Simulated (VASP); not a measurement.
**Ge: single point with r2SCAN**

The system is Ge.

```
Ge
1.0
     0.00000    2.63423    2.63423
     2.63423    0.00000    2.63423
     2.63423    2.63423    0.00000
Ge
2
Direct
  0.87500 0.87500 0.87500
  0.12500 0.12500 0.12500
```

```yaml
Program: VASP 6.6.1
Task: single point
Functional: r2SCAN
Potentials_or_basis: VASP PAW PBE potentials, release 64 (Ge_d)
Cutoff: 520 eV
k_mesh: 12 × 12 × 12
Occupations: fermi-dirac, width 0.08 eV
Spin: no spin polarisation
Dipole_correction: no
Further_INCAR_settings: ALGO = Normal; EDIFF = 1e-06; NBANDS = 21
```

| Property | Result |
| --- | --- |
| Pressure | 26.9 GPa |
| Band gap on the k mesh | 0.41 eV (least direct gap 2.61 eV) |

Levels at points of the mesh, in eV from the valence-band top:
```csv
k point,band 10,band 11,band 12,band 13,band 14,band 15,band 16,band 17,band 18,band 19
"(0.00, 0.00, 0.00)",-25.48,-15.22,0.00,0.00,0.00,2.61,2.74,2.74,2.74,7.67
"(0.50, 0.00, 0.00)",-25.46,-12.41,-9.15,-1.88,-1.88,1.23,4.03,4.03,7.71,12.85
"(0.50, 0.50, 0.00)",-25.43,-10.22,-10.22,-4.12,-4.12,0.62,0.62,12.05,12.05,14.83
```

Wall time 2.2 min on 1 thread of Intel(R) Xeon(R) Platinum 8488C (Sapphire Rapids), with other jobs on the host, peak memory 0.18 GiB.

Caveat: the cell stands under pressure; the PAW data sets were made with another functional, which shifts forces and pressure a little. A k mesh can miss the band edges.
